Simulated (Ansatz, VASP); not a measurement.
As2CO3 in VASP and in Ansatz

```
CELL_PARAMETERS angstrom
3.06569 0.00000 0.00000
0.00000 3.06569 0.00000
0.00000 0.00000 6.66617
ATOMIC_POSITIONS crystal
As 0.00000 0.50000 0.71409
As 0.50000 0.00000 0.28591
C 0.00000 0.00000 0.00000
O 0.50000 0.50000 0.00000
O 0.00000 0.50000 0.38108
O 0.50000 0.00000 0.61892
```

Change from the starting cell: species swapped into the Hf2CuSb3 type (P-4m2, No. 115).

Alike in both runs: functional PBE; k mesh 6 × 6 × 4; occupations gaussian, width 0.1 eV; no spin polarisation.

Ansatz relaxed the structure, and its values are those at the end. VASP's run is a single point on that final structure, the one shown.

|  | VASP | Ansatz |
| --- | --- | --- |
| version | VASP 6.6.1 | Ansatz 0.2.0 |
| potentials or method | VASP PAW PBE potentials, release 64 (As, C, O), cutoff 520 eV | scalar-relativistic, plane waves, PAW |
| valence electrons in the cell | 32 | 52 |

Ansatz gave:

```
gap on the k mesh at the Fermi level (eV) : none
pressure (GPa)                            : 0.0
```

Question: Which values does VASP return?

Answer: gap on the k mesh at the Fermi level (eV): none; pressure (GPa): -0.1.

A gap of «none» marks a metal or a gap that the smearing closes. The functional is the same, so the differences come from potentials, cutoffs and numerics. VASP's potentials hold 32 valence electrons a cell and Ansatz's 52, so a difference there can come from the potentials and not from the codes.
